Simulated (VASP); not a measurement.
## Se: relaxation of cell and atoms with PBE

The system is Se.

```
CELL_PARAMETERS angstrom
-2.65308 2.65308 1.45919
2.65308 -2.65308 1.45919
2.65308 2.65308 -1.45919
ATOMIC_POSITIONS crystal
Se 0.62500 0.87500 0.75000
Se 0.37500 0.12500 0.25000
```

- Program: VASP 6.6.1
- Task: relaxation of cell and atoms
- Functional: PBE
- Potentials or basis: VASP PAW PBE potentials, release 64 (Se)
- Cutoff: 600 eV
- k mesh: 15 × 15 × 15
- Occupations: fermi-dirac, width 0.1 eV
- Spin: no spin polarisation
- Target pressure: 1.6 GPa
- Dipole correction: no
- Further INCAR settings: ALGO = Normal; EDIFF = 1e-06; IBRION = 2; EDIFFG = -0.005; NSW = 60; ISIF = 3

```
Relaxed volume                                             : 22.13 Å³/atom
Relaxed cell                                               : a = 4.246 Å, b = 4.246 Å, c = 4.246 Å, α = 95.97°, β = 95.97°, γ = 142.36°
Space group after relaxing (to 0.1 Å)                      : I4_1/amd (No. 141)
Energy change on relaxing (the run minimises the enthalpy) : -75.7 meV/atom
Ionic steps                                                : 11
Pressure after relaxing                                    : 1.6 GPa
Band gap on the k mesh                                     : zero (bands 6 and 7 overlap by 3.63 eV)
```

Step by step:
| step | energy change (eV) | largest force (eV/Å) | pressure (GPa) | volume (Å³) |
| --- | --- | --- | --- | --- |
| 1 | 0.0000 | 0.0000 | 7.90 | 41.08 |
| 2 | -0.1013 | 0.0000 | -1.35 | 46.07 |
| 3 | -0.0982 | 0.0000 | 1.18 | 44.39 |
| 4 | -0.1159 | 0.0000 | 0.98 | 44.40 |
| 5 | -0.1410 | 0.0000 | 0.92 | 44.39 |
| 6 | -0.1443 | 0.0000 | 2.28 | 44.21 |
| 7 | -0.1515 | 0.0000 | 1.31 | 44.33 |
| 8 | -0.1519 | 0.0000 | 1.48 | 44.31 |
| 9 | -0.1519 | 0.0000 | 1.52 | 44.30 |
| 10 | -0.1507 | 0.0000 | 1.70 | 44.19 |
| 11 | -0.1514 | 0.0000 | 1.61 | 44.25 |

Final structure:
```
CELL_PARAMETERS angstrom
-2.84199 2.84199 1.36979
2.84199 -2.84199 1.36979
2.84199 2.84199 -1.36979
ATOMIC_POSITIONS crystal
Se 0.62500 0.87500 0.75000
Se 0.37500 0.12500 0.25000
```

Levels at points of the mesh, in eV from the Fermi level:
```csv
k point,band 2,band 3,band 4,band 5,band 6,band 7,band 8,band 9,band 10
"(0.00, 0.00, 0.00)",-12.34,-5.01,-5.01,0.90,0.90,2.90,3.39,3.44,7.46
```

Run time: 13 min on 1 thread of Intel Xeon 8259CL, on a shared host, peak memory 0.3 GiB.

Caveat: the cell is relaxed towards a set pressure, so the run minimises the enthalpy, not the energy.
